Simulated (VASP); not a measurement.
## KC: single point with PBE

Crystal: KC.

```
CELL_PARAMETERS angstrom
3.33831 0.00000 0.00000
-1.66915 2.89106 0.00000
0.00000 0.00000 5.22076
ATOMIC_POSITIONS crystal
K 0.00000 0.00000 0.50000
C 0.00000 0.00000 0.00000
```

- Program: VASP 6.6.1
- Task: single point
- Functional: PBE
- Potentials or basis: VASP PAW PBE potentials, release 64 (K_sv, C)
- Cutoff: 600 eV
- k mesh: 7 × 7 × 4
- Occupations: gaussian, width 0.2 eV
- Spin: no spin polarisation
- Dipole correction: no
- Further INCAR settings: ALGO = Normal; EDIFF = 1e-06; NBANDS = 14

The pressure is -0.1 GPa.

Stress tensor (GPa, compression positive):
```
-0.37  0.00  0.00
 0.00 -0.37  0.00
 0.00  0.00  0.47
```

Levels at points of the mesh, in eV from the Fermi level:
```
           k point  band 2  band 3  band 4  band 5  band 6  band 7  band 8  band 9  band 10  band 11
(0.00, 0.00, 0.00)  -14.96  -14.74  -14.74   -9.08   -0.33    0.52    1.97    1.97     5.82     5.82
(0.00, 0.00, 0.50)  -15.06  -14.73  -14.73   -8.56   -1.92    1.26    1.85    1.85     5.85     5.85
```

Run time: 13 s on 1 thread of Intel(R) Xeon(R) Platinum 8559C (Emerald Rapids), on a shared host, peak memory 0.17 GiB.
